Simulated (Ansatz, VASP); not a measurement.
**GaN: VASP beside Ansatz**

POSCAR

```
GaN
1.0
    0.0000000000      2.1814839653      2.1814839653
    2.1814839653      0.0000000000      2.1814839653
    2.1814839653      2.1814839653      0.0000000000
Ga N
1 1
Direct
    0.0000000000      0.0000000000      0.0000000000
    0.2500000000      0.2500000000      0.2500000000
```

INCAR.step1

```
SYSTEM = GaN
ALGO = Normal
EDIFF = 1E-4
ENCUT = 520
GGA = PE
ISMEAR = 0
LASPH = .True.
LCHARG = .False.
LREAL = .False.
LWAVE = .True.
NBANDS = 16
NELM = 100
PREC = Accurate
SIGMA = 0.01
```

The input INCAR.step2:

```
SYSTEM = GaN
ALGO = Normal
EDIFF = 1E-6
ENCUT = 520
ISIF = 2
ISMEAR = 0
ISTART = 1
LASPH = .True.
LCHARG = .False.
LMIXTAU = .True.
LREAL = .False.
LWAVE = .False.
METAGGA = R2SCAN
NBANDS = 16
NELM = 100
PREC = Accurate
SIGMA = 0.01
```

Contents of KPOINTS:

```
k-points
0
Gamma
  10 10 10
  0 0 0
```

Input for Ansatz:

```yaml
crystal:
  lattice:
    - [0.0, 2.1814839653, 2.1814839653]
    - [2.1814839653, 0.0, 2.1814839653]
    - [2.1814839653, 2.1814839653, 0.0]
  atoms:
    - { symbol: Ga, position: [0.0, 0.0, 0.0] }
    - { symbol: "N", position: [0.25, 0.25, 0.25] }
kpoints:
  mp_grid: { grid: [10, 10, 10] }
  band_path:
    path:
      - [0.0, 0.0, 0.0]
      - [-0.5, -0.5, 0.0]
      - [-0.375, -0.375, 0.25]
      - [-0.375, 0.0, 0.375]
      - [0.0, 0.0, 0.5]
      - [-0.5, -0.25, 0.25]
    npoints: 1
hamiltonian:
  xc: r2scan
scf:
  occupations: { method: fixed }
  n_extra_bands: 4
output:
  forces: true
  stress: true
  eigenvalues: true
```

Change from the starting cell: hydrostatic strain -3.0%.

Alike in both runs: task single point; functional r2SCAN; k mesh 10 × 10 × 10; no spin polarisation.

|  | VASP | Ansatz |
| --- | --- | --- |
| version | VASP 6.6.1 | Ansatz 0.2.0 |
| potentials or method | VASP PAW PBE potentials, release 64 (Ga_d, N) | plane waves, PAW |
| plane-wave cutoff (eV) | 520 | 500 |
| occupations | gaussian, width 0.01 eV | fixed |
| valence electrons in the cell | 18 | 18 |

Ansatz gave:

- gap on the k mesh at the Fermi level (eV): 2.78
- pressure (GPa): 21.8

Which values does VASP return?

gap on the k mesh at the Fermi level (eV): 2.77; pressure (GPa): 23.3.

VASP's potentials were made for PBE, not for r2SCAN.
